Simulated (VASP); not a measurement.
Here is a VASP 6.6.1 calculation.

Contents of POSCAR:

```
BP
1.0
    0.0000000000      2.2907263556      2.2907263556
    2.2907263556      0.0000000000      2.2907263556
    2.2907263556      2.2907263556      0.0000000000
B P
1 1
Direct
    0.0000000000      0.0000000000      0.0000000000
    0.2500000000      0.2500000000      0.2500000000
```

The input INCAR.step1:

```
PREC = Accurate
ENCUT = 520
ISMEAR = 0
SIGMA = 0.02
LREAL = False
LASPH = True
NELM = 80
NBANDS = 11
GGA = PE
ALGO = Normal
EDIFF = 1E-4
LWAVE = True
LCHARG = False
```

INCAR.step2

```
PREC = Accurate
ENCUT = 520
EDIFF = 1E-6
ISMEAR = 0
SIGMA = 0.02
LREAL = False
LASPH = True
NELM = 80
ALGO = Normal
ISIF = 2
LWAVE = False
LCHARG = False
METAGGA = R2SCAN
LMIXTAU = True
NBANDS = 11
ISTART = 1
```

File KPOINTS:

```
regular mesh
0
Gamma
  10 10 10
```

Potentials or basis: VASP PAW PBE potentials, release 64 (B, P).

The run is started by

```sh
$ cat potpaw_PBE.64/B/POTCAR potpaw_PBE.64/P/POTCAR > POTCAR
$ cp INCAR.step1 INCAR
$ mpirun -np 1 vasp_std > vasp.out
$ cp INCAR.step2 INCAR
$ mpirun -np 1 vasp_std > vasp.out
```

Question: What does it give for the pressure?

Answer: -5.2 GPa.

Question: What does it give for the band gap on the k mesh?

Answer: 1.48 eV, indirect (least direct gap 3.60 eV).

Caveat: the PAW data sets were made with another functional, which shifts forces and pressure a little. A k mesh can miss the band edges.
